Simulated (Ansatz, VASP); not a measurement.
AlAs in VASP and in Ansatz

```
Al As
1.0
     0.00000    2.83893    2.83893
     2.83893    0.00000    2.83893
     2.83893    2.83893    0.00000
Al As
1 1
Direct
  0.00000 0.00000 0.00000
  0.25000 0.25000 0.25000
```

Alike in both runs: task single point; functional HSE06; k mesh 4 × 4 × 4; no spin polarisation.

|  | VASP | Ansatz |
| --- | --- | --- |
| version | VASP 6.6.1 | Ansatz 0.2.0 |
| potentials or method | VASP PAW PBE potentials, release 64 (Al, As) | plane waves |
| plane-wave cutoff (eV) | 400 | 420 |
| occupations | gaussian, width 0.01 eV | fixed |
| valence electrons in the cell | 8 | 18 |

|  | VASP | Ansatz | Ansatz less VASP |
| --- | --- | --- | --- |
| gap on the k mesh at the Fermi level (eV) | 2.11 | 2.10 | -0.010 |
| pressure (GPa) | 0.2 | 0.5 | +0.26 |

VASP's potentials hold 8 valence electrons a cell and Ansatz's 18, so a difference there can come from the potentials and not from the codes. Ansatz's warnings: stress exchange threshold loose, stress scf threshold loose.

The k mesh is coarse, so the values compare programs but aren't converged.
